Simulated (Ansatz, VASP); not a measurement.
## Cu in VASP and in Ansatz

INCAR

```
SYSTEM = Cu
  ALGO = Normal
  EDIFF = 1E-6
  ENCUT = 520
  GGA = PE
  ISIF = 2
  ISMEAR = -1
  LASPH = .True.
  LCHARG = .False.
  LREAL = .False.
  LWAVE = .False.
  NBANDS = 30
  NELM = 100
  PREC = Accurate
  SIGMA = 0.1
```

The input KPOINTS:

```
k-points
0
Gamma
  16 16 5
  0 0 0
```

POSCAR

```
Cu
1.0
    2.5327722394      0.0000000000      0.0000000000
   -1.2663861197      2.1934451013      0.0000000000
    0.0000000000      0.0000000000      8.2716866618
Cu
4
Direct
    1.0000000000      0.0000000000      0.0000000000
    1.0000000000      1.0000000000      0.5000000000
    0.3333333333      0.6666666667      0.2500000000
    0.6666666667      0.3333333333      0.7500000000
```

Input for Ansatz:

```yaml
crystal:
  lattice:
    - [2.5327722394, 0.0, 0.0]
    - [-1.2663861197, 2.1934451013, 0.0]
    - [0.0, 0.0, 8.2716866618]
  atoms:
    - { symbol: Cu, position: [1.0, 0.0, 0.0] }
    - { symbol: Cu, position: [1.0, 1.0, 0.5] }
    - { symbol: Cu, position: [0.3333333333, 0.6666666667, 0.25] }
    - { symbol: Cu, position: [0.6666666667, 0.3333333333, 0.75] }
hamiltonian:
  xc: pbe
  pseudopotentials:
    kind: paw
    azcp:
      Cu: "pseudopotentials/Cu.paw.azcp"
basis:
  ecutwfc: 420
  fft_grid_basis: typed
kpoints:
  mp_grid: { grid: [16, 16, 5], shift: [0, 0, 0] }
magnetization:
  spin_polarized: false
scf:
  occupations: { method: fermi_dirac, width: 0.1 }
  lower_state_search: "off"
output:
  stress: true
```

Alike in both runs: task single point; functional PBE; k mesh 16 × 16 × 5; occupations fermi-dirac, width 0.1 eV; no spin polarisation.

|  | VASP | Ansatz |
| --- | --- | --- |
| version | VASP 6.6.1 | Ansatz 0.2.0 |
| potentials or method | VASP PAW PBE potentials, release 64 (Cu), cutoff 520 eV | plane waves (420 eV) with PAW, scalar-relativistic |
| valence electrons in the cell | 44 | 76 |

|  | VASP | Ansatz | Ansatz less VASP |
| --- | --- | --- | --- |
| pressure (GPa) | 7.0 | 6.4 | -0.68 |
| traceless stress, the component that is largest in VASP (GPa) | 0.05 | 0.07 | +0.021 |

VASP's potentials hold 44 valence electrons a cell and Ansatz's 76, so a difference there can come from the potentials and not from the codes.
